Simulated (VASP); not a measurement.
**W: single point with PBE**

The system is W.

```
W
1.0
     0.00000    1.97833    1.97833
     1.97833    0.00000    1.97833
     1.97833    1.97833    0.00000
W
1
Direct
  0.00000 0.00000 0.00000
```

This isn't the form of W at room conditions, which is bcc.

```yaml
Program: VASP 6.6.1
Task: single point
Functional: PBE
Potentials_or_basis: VASP PAW PBE potentials, release 64 (W_sv)
Cutoff: 500 eV
k_mesh: 11 × 11 × 11
Occupations: gaussian, width 0.05 eV
Spin: no spin polarisation
Dipole_correction: no
Further_INCAR_settings: ALGO = Normal; EDIFF = 1e-06; NBANDS = 13
```

```json
{
 "Pressure": "20.7 GPa",
 "Band gap on the k mesh": "zero (bands 7 and 8 overlap by 3.63 eV)"
}
```

Levels at points of the mesh, in eV from the Fermi level:
| k point | band 5 | band 6 | band 7 | band 8 | band 9 | band 10 |
| --- | --- | --- | --- | --- | --- | --- |
| (0.00, 0.00, 0.00) | -9.24 | -0.59 | -0.59 | -0.59 | 2.80 | 2.80 |

Run time: 6.7 s on 1 thread of Intel(R) Xeon(R) Platinum 8375C CPU @ 2.90GHz (Ice Lake) (shared host), peak memory 0.13 GiB.

Caveat: the cell stands under pressure; spin-orbit coupling is left out, which moves the levels of the heavy elements.
